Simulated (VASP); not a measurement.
# HfB2: single point with PBEsol

Crystal: HfB2.

```
CELL_PARAMETERS angstrom
3.17140 0.00000 0.00000
-1.58570 2.74651 0.00000
0.00000 0.00000 3.48000
ATOMIC_POSITIONS crystal
Hf 0.00000 0.00000 0.00000
B 0.33333 0.66667 0.50000
B 0.66667 0.33333 0.50000
```

This cell differs from its parent crystal: equal xx and yy strain of +1 %.

| Property | Result |
| --- | --- |
| Program | VASP 6.6.1 |
| Task | single point |
| Functional | PBEsol |
| Potentials or basis | VASP PAW PBE potentials, release 64 (Hf_pv, B) |
| Cutoff | 520 eV |
| k mesh | 15 × 15 × 12 |
| Occupations | fermi-dirac, width 0.03 eV |
| Spin | no spin polarisation |
| Dipole correction | no |
| Further INCAR settings | ALGO = Normal; EDIFF = 1e-06; NBANDS = 15 |

```
Pressure               : -9.4 GPa
Band gap on the k mesh : zero (band 8 reaches 8.06 eV, above the bottom of band 9 at 7.16 eV)
```

Stress tensor (GPa, compression positive):
```
-10.37   0.00   0.00
  0.00 -10.37   0.00
  0.00   0.00  -7.49
```

Levels at points of the mesh, in eV from the Fermi level:
| k point | band 6 | band 7 | band 8 | band 9 | band 10 | band 11 |
| --- | --- | --- | --- | --- | --- | --- |
| (0.00, 0.00, 0.00) | -2.94 | -2.94 | -2.70 | 3.86 | 3.86 | 4.62 |
| (0.00, 0.00, 0.50) | -1.22 | -1.22 | 0.16 | 0.16 | 0.92 | 0.92 |

Wall time 55 s on 1 thread of Intel(R) Xeon(R) Platinum 8259CL CPU @ 2.50GHz (Skylake/Cascade Lake) (shared host), peak memory 0.21 GiB.

Caveat: the cell differs from its parent crystal (equal xx and yy strain of +1 %); the PAW data sets were made with another functional, which shifts forces and pressure a little; spin-orbit coupling is left out, which moves the levels of the heavy elements.
